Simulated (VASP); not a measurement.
Runs of VASP 6.6.1 on InP. The structure is that of space group F-43m (No. 216), or close to it. The cells are those of the table. 

```tsv
cell	gap on the mesh (eV)	pressure (GPa)
a = 4.199 Å, angles 60.0°, 2 atoms	0.50	0.6
a = 4.239 Å, angles 60.0°, 2 atoms	0.34	-1.1
a = 4.117 Å, angles 60.0°, 2 atoms	0.82	4.8
a = 4.158 Å, angles 60.0°, 2 atoms	(b)	2.5
a = 4.074 Å, angles 60.0°, 2 atoms	(c)	(a)
```

Alike in all rows: task single point; level PBE; potentials or basis VASP PAW PBE potentials, release 64 (In_d, P); no spin polarisation; k mesh 6 × 6 × 6; cutoff (eV) 520; smearing gaussian 0.01 eV.

Q: Estimate the missing entries.

A: (a) 7.6; (b) 0.66; (c) 0.99.

Caveats: spin-orbit coupling is left out, which moves the levels of the heavy elements.

A k mesh can miss the band edges, and the runs leave out spin-orbit coupling on In.
